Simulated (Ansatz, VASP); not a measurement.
One calculation of K2TlPbF6, two programs

INCAR

```
SYSTEM = K2TlPbF6
PREC = Accurate
ENCUT = 520
EDIFF = 1E-6
ISMEAR = -1
SIGMA = 0.1
LREAL = .FALSE.
LASPH = .TRUE.
NELM = 80
ALGO = Normal
ISIF = 2
LWAVE = .FALSE.
LCHARG = .FALSE.
GGA = PE
NBANDS = 54
```

File KPOINTS:

```
Automatic mesh
0
G
  4 4 4
  0 0 0
```

POSCAR

```
K2TlPbF6
1.0
    0.0000000000      4.7293460000      4.7293460000
    4.7293460000      0.0000000000      4.7293460000
    4.7293460000      4.7293460000      0.0000000000
Tl K F Pb
1 2 6 1
Direct
    0.5000000000      0.5000000000      0.5000000000
    0.2500000000      0.2500000000      0.2500000000
    0.7500000000      0.7500000000      0.7500000000
    0.7700000000      0.2300000000      0.2300000000
    0.2300000000      0.7700000000      0.2300000000
    0.2300000000      0.7700000000      0.7700000000
    0.7700000000      0.2300000000      0.7700000000
    0.2300000000      0.2300000000      0.7700000000
    0.7700000000      0.7700000000      0.2300000000
    0.0000000000      0.0000000000      0.0000000000
```

Input for Ansatz:

```yaml
crystal:
  lattice:
    - [0.0, 4.729346, 4.729346]
    - [4.729346, 0.0, 4.729346]
    - [4.729346, 4.729346, 0.0]
  atoms:
    - { symbol: Tl, position: [0.5, 0.5, 0.5] }
    - { symbol: K, position: [0.25, 0.25, 0.25] }
    - { symbol: K, position: [0.75, 0.75, 0.75] }
    - { symbol: F, position: [0.77, 0.23, 0.23] }
    - { symbol: F, position: [0.23, 0.77, 0.23] }
    - { symbol: F, position: [0.23, 0.77, 0.77] }
    - { symbol: F, position: [0.77, 0.23, 0.77] }
    - { symbol: F, position: [0.23, 0.23, 0.77] }
    - { symbol: F, position: [0.77, 0.77, 0.23] }
    - { symbol: Pb, position: [0.0, 0.0, 0.0] }
  symmetry: { tolerance: 0.0003 }
kpoints:
  mp_grid: { grid: [4, 4, 4], shift: [0, 0, 0] }
magnetization:
  spin_polarized: false
scf:
  occupations: { method: fermi_dirac }
hamiltonian:
  pseudopotentials: { kind: paw }
  xc: pbe
basis:
  ecutwfc: 420
output:
  forces: true
  stress: true
  eigenvalues: true
```

Alike in both runs: task single point; functional PBE; k mesh 4 × 4 × 4; no spin polarisation.

|  | VASP | Ansatz |
| --- | --- | --- |
| version | VASP 6.6.1 | Ansatz 0.2.0 |
| potentials or method | VASP PAW PBE potentials, release 64 (Tl_d, K_sv, F, Pb_d), cutoff 520 eV | PAW plane waves |
| occupations | fermi-dirac, width 0.1 eV | fermi-dirac |
| valence electrons in the cell | 87 | 87 |

|  | VASP | Ansatz | Ansatz less VASP |
| --- | --- | --- | --- |
| gap on the k mesh at the Fermi level (eV) | none | none | - |
| pressure (GPa) | 4.1 | 4.1 | +0.06 |
| rms of the force components (eV/Å) | 0.468 | 0.449 | -0.0189 |

Atom by atom the forces differ by 0.019 eV/Å (rms over components). A gap of «none» marks a metal or a gap that the smearing closes.

Neither program's run includes spin-orbit coupling.
